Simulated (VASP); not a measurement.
Input of a VASP 6.6.1 run:

File INCAR:

```
SYSTEM = HfS2
PREC = Accurate
ENCUT = 400
EDIFF = 1E-6
ISMEAR = 0
SIGMA = 0.03
LREAL = .False.
LASPH = .True.
NELM = 120
ALGO = Normal
ISIF = 2
LWAVE = .False.
LCHARG = .True.
LDIPOL = .True.
IDIPOL = 3
DIPOL = 0.5 0.5 0.286
GGA = PE
IVDW = 12
LELF = .True.
LVHAR = .True.
LVACPOTAV = .True.
NBANDS = 18
GGA_COMPAT = .False.
NELMDL = -8
```

KPOINTS

```
Automatic mesh
0
Gamma
  12 12 1
  0 0 0
```

POSCAR

```
HfS2
1.0
    3.6178543987      0.0000000000      0.0000000000
   -1.8089271994      3.1331538165      0.0000000000
    0.0000000000      0.0000000000     29.5600000019
S Hf
2 1
Direct
    0.3333333333      0.6666666667      0.2362749791
    0.6666666667      0.3333333333      0.3347669694
    0.0000000000      0.0000000000      0.2855209743
```

Potentials or basis: VASP PAW PBE potentials, release 64 (S, Hf_pv).

Launch:

```sh
$ cat potpaw_PBE.64/S/POTCAR potpaw_PBE.64/Hf_pv/POTCAR > POTCAR
$ mpirun -np 1 vasp_std > vasp.out
```

Question: Estimate the largest force.

Answer: 0.065 eV/Å.

Question: Estimate the band gap on the k mesh.

Answer: 1.22 eV, indirect (least direct gap 2.08 eV).

Question: Predict the dispersion energy per atom.

Answer: -0.228 eV.

Forces on the atoms (eV/Å):
```
S    0.000  0.000  0.065
S    0.000  0.000 -0.065
Hf   0.000  0.000  0.000
```

Caveat: spin-orbit coupling is left out, which moves the levels of the heavy elements.
